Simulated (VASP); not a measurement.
## AgCl (Chlorargyrite): single point with LDA

The system is AgCl (Chlorargyrite).

```
Ag Cl
1.0
     0.00000    2.73500    2.73500
     2.73500    0.00000    2.73500
     2.73500    2.73500    0.00000
Ag Cl
1 1
Direct
  0.00000 0.00000 0.00000
  0.50000 0.50000 0.50000
```

| Item | Value |
| --- | --- |
| Program | VASP 6.6.1 |
| Task | single point |
| Functional | LDA |
| Potentials or basis | VASP PAW LDA potentials, release 64 (Ag, Cl) |
| Cutoff | 520 eV |
| k mesh | 7 × 7 × 7 |
| Occupations | fermi-dirac, width 0.05 eV |
| Spin | no spin polarisation |
| Dipole correction | no |
| Further INCAR settings | ALGO = Normal; EDIFF = 1e-06; NBANDS = 16 |

```yaml
Pressure: -3.8 GPa
Band_gap_on_the_k_mesh: 0.72 eV, indirect (least direct gap 3.12 eV)
```

Levels at points of the mesh, in eV from the valence-band top:
```csv
k point,band 5,band 6,band 7,band 8,band 9,band 10,band 11,band 12,band 13,band 14
"(0.00, 0.00, 0.00)",-2.57,-2.57,-2.39,-2.39,-2.39,0.72,10.81,10.81,10.81,12.07
```

Wall time 12 s on 1 thread of Intel(R) Xeon(R) Platinum 8375C CPU @ 2.90GHz (Ice Lake), with other jobs on the host, peak memory 0.15 GiB.

A k mesh can miss the band edges.
